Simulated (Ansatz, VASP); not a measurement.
Two plane-wave programs on BaH2

```
Ba H
1.0
     6.70020    0.00000    0.00000
     0.00000    4.11167    0.00000
     0.00000    0.00000    7.75180
Ba H
4 8
Direct
  0.73971 0.75000 0.11137
  0.76029 0.25000 0.61137
  0.23971 0.75000 0.38863
  0.26029 0.25000 0.88863
  0.35400 0.75000 0.08650
  0.14600 0.25000 0.58650
  0.85400 0.75000 0.41350
  0.64600 0.25000 0.91350
  0.95700 0.75000 0.82600
  0.54300 0.25000 0.32600
  0.45700 0.75000 0.67400
  0.04300 0.25000 0.17400
```

Alike in both runs: task single point; functional PBEsol; k mesh 4 × 7 × 4; occupations fermi-dirac, width 0.05 eV; no spin polarisation.

|  | VASP | Ansatz |
| --- | --- | --- |
| version | VASP 6.6.1 | Ansatz 0.2.0 |
| potentials or method | VASP PAW PBE potentials, release 64 (Ba_sv, H) | Ansatz PAW |
| plane-wave cutoff (eV) | 520 | 420 |
| valence electrons in the cell | 48 | 48 |

Ansatz gave:

* gap on the k mesh at the Fermi level (eV): 2.73
* least direct gap on the mesh (eV): 3.24
* pressure (GPa): -0.1
* traceless stress, the component that is largest in VASP (GPa): -0.87
* rms of the force components (eV/Å): 0.138

Q: Which values does VASP return?

A: gap on the k mesh at the Fermi level (eV): 2.72; least direct gap on the mesh (eV): 3.24; pressure (GPa): 0.4; traceless stress, the component that is largest in VASP (GPa): -0.95; rms of the force components (eV/Å): 0.144.

VASP's potentials were made for PBE, not for PBEsol. Atom by atom the forces differ by 0.007 eV/Å (rms over components).

Neither program's run includes spin-orbit coupling. Noted on Ansatz's run: odd divisions of the mesh miss points on the zone boundary, where band edges often lie, so the gap on the mesh can be too wide.
